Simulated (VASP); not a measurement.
A run of VASP 6.6.1 is set up as follows.

INCAR

```
ALGO = Normal
EDIFF = 1E-6
ENCUT = 520
GGA = PE
ISIF = 2
ISMEAR = 0
LASPH = T
LCHARG = F
LREAL = F
LWAVE = F
NBANDS = 12
NELM = 100
PREC = Accurate
SIGMA = 0.02
```

KPOINTS

```
k-points
0
Gamma
  6 6 6
```

POSCAR

```
LiCl
1.0
    0.0000000000      2.5391223000      2.5647700000
    2.5391223000      0.0000000000      2.5647700000
    2.5391223000      2.5391223000      0.0000000000
Li Cl
1 1
Direct
    0.0000000000      0.0000000000      0.0000000000
    0.5000000000      0.5000000000      0.5000000000
```

Potentials or basis: VASP PAW PBE potentials, release 64 (Li_sv, Cl).

Run with:

```console
$ cat potpaw_PBE.64/Li_sv/POTCAR potpaw_PBE.64/Cl/POTCAR > POTCAR
$ mpirun -np 1 vasp_std > vasp.out
```

**Question.** Estimate the band gap on the k mesh.

**Answer.** 6.44 eV, direct.

 Expect the measured gap to be larger: semilocal functionals such as PBE lack the derivative discontinuity.
